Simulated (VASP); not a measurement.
# Ca3Ge (P4/mmm) in VASP: notebook, part 2 of 2

VASP 6.6.1. Earlier steps stand in the parts before.

**4. Single point, PBE**

File INCAR:

```
SYSTEM = Ca3Ge
PREC     = Accurate       ! precision mode
ENCUT    = 520            ! plane-wave cutoff, eV
EDIFF    = 1E-6           ! SCF threshold, eV
ISMEAR   = 0              ! smearing method
SIGMA    = 0.1            ! smearing width, eV
LREAL    = .False.        ! projectors in reciprocal space
LASPH    = .True.         ! aspherical terms in the spheres
NELM     = 80             ! most SCF steps
ALGO     = Fast           ! electronic algorithm
ISIF     = 2              ! what is computed and relaxed
LWAVE    = .False.        ! write WAVECAR
LCHARG   = .False.        ! write CHGCAR
GGA      = PE             ! functional
NBANDS   = 30             ! bands
```

File KPOINTS:

```
Automatic mesh
0
Gamma
  6 6 2
  0 0 0
```

File POSCAR:

```
Ca3Ge
1.0
    3.7449811936      0.0000000000      0.0000000000
    0.0000000000      3.7449811936      0.0000000000
    0.0000000000      0.0000000000      9.3622497402
Ca Ge
3 1
Direct
    0.0000000000      0.0000000000      0.3216238670
    0.5000000000      0.5000000000      0.0000000000
    0.0000000000      0.0000000000      0.6783761330
    0.5000000000      0.5000000000      0.5000000000
```

Potentials or basis: VASP PAW PBE potentials, release 64 (Ca_sv, Ge_d).

The run is started by

```
$ cat potpaw_PBE.64/Ca_sv/POTCAR potpaw_PBE.64/Ge_d/POTCAR > POTCAR
$ mpirun -np 1 vasp_std > vasp.out
```

OUTCAR:

```text
SYSTEM = Ca3Ge
   PREC = Accurate
   ENCUT = 520
   EDIFF = 1E-6
   ISMEAR = 0
   LREAL = .False.
   LASPH = .True.
   NELM = 80
   ISIF = 2
   GGA = PE

 ion  position               nearest neighbor table
   1  0.000  0.000  0.322-
   2  0.500  0.500  0.000-
   3  0.000  0.000  0.678-
   4  0.500  0.500  0.500-

  LATTYP: Found a simple tetragonal cell.
 ALAT       =     3.7449811936
[... 851 lines left out ...]

  FORCE on cell =-STRESS in cart. coord.  units (eV):
  Direction    XX          YY          ZZ          XY          YZ          ZX
  --------------------------------------------------------------------------------------
  -------------------------------------------------------------------------------------
  Total       -0.0371998     -0.0371998     -0.1404048      0.0000000      0.0000000      0.0000000
  in kB       -0.4539116     -0.4539116     -1.7132199      0.0000000      0.0000000      0.0000000
  external PRESSURE =      -0.8736810 kB  Pullay stress =       0.0000000 kB

 VOLUME and BASIS-vectors are now :
 -----------------------------------------------------------------------------
  energy-cutoff  :      520.00
  volume of cell :      131.30
      direct lattice vectors                 reciprocal lattice vectors
     3.744981194  0.000000000  0.000000000     0.267024038  0.000000000  0.000000000
     0.000000000  3.744981194  0.000000000     0.000000000  0.267024038  0.000000000
     0.000000000  0.000000000  9.362249740     0.000000000  0.000000000  0.106811934

 POSITION                                       TOTAL-FORCE (eV/Angst)
 -----------------------------------------------------------------------------------
      0.00000      0.00000      3.01112         0.000000      0.000000      0.014286
      1.87249      1.87249      0.00000         0.000000     -0.000000      0.000000
      0.00000      0.00000      6.35113        -0.000000      0.000000     -0.014286
      1.87249      1.87249      4.68112         0.000000     -0.000000      0.000000
 -----------------------------------------------------------------------------------
    total drift:                                0.000000      0.000000      0.000000

  FREE ENERGIE OF THE ION-ELECTRON SYSTEM (eV)
  ---------------------------------------------------
  free  energy   TOTEN  =       -11.4327090159 eV

  energy  without entropy=      -11.4135354165  energy(sigma->0) =      -11.42312222
```

OSZICAR:

```text
N       E                     dE             d eps       ncg     rms          rms(c)
DAV:   1     0.477237524339E+03    0.47724E+03   -0.21971E+04  1384   0.212E+03
DAV:   2     0.433335647227E+02   -0.43390E+03   -0.42510E+03  1212   0.658E+02
DAV:   3    -0.532387653848E+01   -0.48657E+02   -0.47850E+02  1510   0.151E+02
[... 45 lines left out ...]
RMM:  49    -0.114327115615E+02   -0.12112E-06   -0.16486E-05  1143   0.847E-03    0.955E-02
RMM:  50    -0.114327087181E+02    0.28433E-05   -0.14972E-05  1215   0.992E-03    0.898E-02
RMM:  51    -0.114327085087E+02    0.20941E-06   -0.11830E-05  1140   0.863E-03    0.873E-02
RMM:  52    -0.114327085476E+02   -0.38826E-07   -0.11024E-05  1173   0.801E-03    0.852E-02
RMM:  53    -0.114327090159E+02   -0.46839E-06   -0.81074E-06  1087   0.681E-03
   1 F= -.11432709E+02 E0= -.11423122E+02  d E =-.191736E-01
```

It took 7.7 min on 1 thread of Oxide Virtual Turin-like, shared host; peak memory 0.23 GiB.

Results:

* Free energy: -11.4327 eV
* Pressure: -0.1 GPa
* Largest force: 0.014 eV/Å
* Band gap on the k mesh: zero (bands 22 and 23 overlap by 1.34 eV)

Forces in eV/Å, atoms in the order of the input:
```
Ca   0.000  0.000  0.014
Ca   0.000  0.000  0.000
Ca   0.000  0.000 -0.014
Ge   0.000  0.000  0.000
```

Levels at points of the mesh, in eV from the Fermi level:
```csv
k point,band 20,band 21,band 22,band 23,band 24,band 25
"(0.00, 0.00, 0.00)",-3.12,0.37,0.64,0.91,1.06,1.06
"(0.50, 0.00, 0.00)",-1.05,-1.02,-0.30,-0.28,1.27,1.36
"(0.50, 0.50, 0.00)",-2.12,-1.17,-0.16,0.84,0.84,1.29
"(0.00, 0.00, 0.50)",-1.86,-1.05,1.06,1.06,1.08,1.26
"(0.50, 0.00, 0.50)",-1.50,-0.72,-0.07,0.37,0.45,1.25
"(0.50, 0.50, 0.50)",-2.12,-1.28,-0.02,0.83,0.83,1.34
```

**5. Relaxation of cell and atoms, PBE**

This run uses another cell than the first one, of 36.68 Å³/atom.

File INCAR:

```
SYSTEM = Ca3Ge
ALGO = Normal
EDIFF = 1E-6
EDIFFG = -0.04
ENCUT = 600
GGA = PE
IBRION = 2
ISIF = 3
ISMEAR = 0
LASPH = .True.
LCHARG = .False.
LREAL = .False.
LWAVE = .False.
NELM = 80
NSW = 90
PREC = Accurate
SIGMA = 0.1
```

File KPOINTS:

```
k-points
0
Gamma
  4 4 2
  0 0 0
```

File POSCAR:

```
Ca3Ge
1.0
    4.1861678100      0.0000000000      0.0000000000
    0.0000000000      4.1861678100      0.0000000000
    0.0000000000      0.0000000000      8.3723356300
Ca Ge
3 1
Direct
    0.0000000000      0.0000000000      0.2500000000
    0.5000000000      0.5000000000      0.0000000000
    0.0000000000      0.0000000000      0.7500000000
    0.5000000000      0.5000000000      0.5000000000
```

The run is started by

```
$ cat potpaw_PBE.64/Ca_sv/POTCAR potpaw_PBE.64/Ge_d/POTCAR > POTCAR
$ mpirun -np 1 vasp_std > vasp.out
```

It took 19 min on 1 thread of Oxide Virtual Turin-like, shared host; peak memory 0.3 GiB.

It converged, with:

| Item | Value |
| --- | --- |
| Free energy | -11.6638 eV |
| Relaxed volume | 32.86 Å³/atom |
| Relaxed cell | a = 3.755 Å, b = 3.755 Å, c = 9.321 Å, α = 90.00°, β = 90.00°, γ = 90.00° |
| Space group after relaxing (to 0.1 Å) | P4/mmm (No. 123) |
| Energy gained by relaxing | 298.7 meV/atom |
| Ionic steps | 19 |
| Pressure after relaxing | 0.0 GPa |
| Largest force after relaxing | 0.030 eV/Å |
| Band gap on the k mesh | zero (bands 22 and 23 overlap by 1.32 eV) |

Forces on the atoms (eV/Å):
```
Ca   0.000  0.000  0.030
Ca   0.000  0.000  0.000
Ca   0.000  0.000 -0.030
Ge   0.000  0.000  0.000
```

Stress tensor (GPa, compression positive):
```
-0.05  0.00  0.00
 0.00 -0.05  0.00
 0.00  0.00  0.08
```

Step by step:
```csv
step,energy change (eV),largest force (eV/Å),pressure (GPa),volume (Å³)
1,0.0000,1.4896,-2.69,146.72
2,-0.4435,1.3336,-1.44,133.95
3,-0.6886,0.7621,1.21,119.03
4,-0.6884,0.6945,1.52,117.81
5,-0.7644,0.2504,0.56,121.28
6,-0.7756,0.0776,0.14,123.12
7,-0.8184,0.1059,-0.03,124.50
8,-0.9375,0.3260,-0.38,128.20
9,-1.1171,0.5808,-0.93,133.72
10,-1.1538,0.4540,-0.64,132.47
11,-1.1707,0.3208,-0.28,131.21
12,-1.1712,0.2906,-0.19,130.93
13,-1.1864,0.1877,0.02,130.34
14,-1.1924,0.0680,0.28,129.68
15,-1.1924,0.0602,0.30,129.64
16,-1.1944,0.0511,0.08,130.86
17,-1.1946,0.0459,-0.05,131.49
18,-1.1946,0.0462,-0.04,131.44
19,-1.1949,0.0300,0.00,131.43
```

Final structure:
```xyz
4
Lattice="3.7550 0.0000 0.0000 0.0000 3.7550 0.0000 0.0000 0.0000 9.3213" Properties=species:S:1:pos:R:3 pbc="T T T"
Ca    0.0000    0.0000    2.9642
Ca    1.8775    1.8775    0.0000
Ca    0.0000    0.0000    6.3571
Ge    1.8775    1.8775    4.6607
```

Levels at points of the mesh, in eV from the Fermi level:
```tsv
k point	band 20	band 21	band 22	band 23	band 24	band 25
(0.00, 0.00, 0.00)	-3.06	0.42	0.77	0.96	1.11	1.11
(0.50, 0.00, 0.00)	-1.01	-0.96	-0.25	-0.21	1.34	1.39
(0.50, 0.50, 0.00)	-2.06	-1.11	-0.09	0.89	0.89	1.35
(0.00, 0.00, 0.50)	-1.77	-0.98	1.11	1.11	1.14	1.31
(0.50, 0.00, 0.50)	-1.46	-0.67	-0.04	0.45	0.52	1.31
(0.50, 0.50, 0.50)	-2.06	-1.23	0.06	0.88	0.88	1.36
```

Caveat: the k points lie up to 0.42 Å⁻¹ apart in the final cell, too coarse for converged energies and pressures of a metal.

**6. Summary**

| task | cell | k mesh | cutoff (eV) | gap on the mesh (eV) | pressure (GPa) | largest force (eV/Å) |
| --- | --- | --- | --- | --- | --- | --- |
| single point | a = 3.740, b = 3.740, c = 9.377 Å, 4 atoms, atomic positions A | 4 × 4 × 2 | 520 | none | 0.0 | 0.02 |
| single point | a = 4.186, b = 4.186, c = 8.372 Å, 4 atoms, atomic positions B | 4 × 4 × 2 | 520 | none | -2.7 | 1.49 |
| single point | a = 3.745, b = 3.745, c = 9.362 Å, 4 atoms, atomic positions C | 6 × 6 × 2 | 520 | none | -0.1 | 0.01 |
| relaxation of cell and atoms | relaxed from a = 4.186, b = 4.186, c = 8.372 Å, 4 atoms, atomic positions B | 4 × 4 × 2 | 600 | none | 0.0 | 0.03 |

Alike in all rows: level PBE; potentials or basis VASP PAW PBE potentials, release 64 (Ca_sv, Ge_d); no spin polarisation; smearing gaussian 0.1 eV.

Caveats: some runs use coarse meshes; forces of over 1 eV/Å act on the atoms, so gaps and moduli don't describe the material at rest (at least some runs).

Total energies depend on the potentials used, so only differences within one code and one set of settings carry meaning.
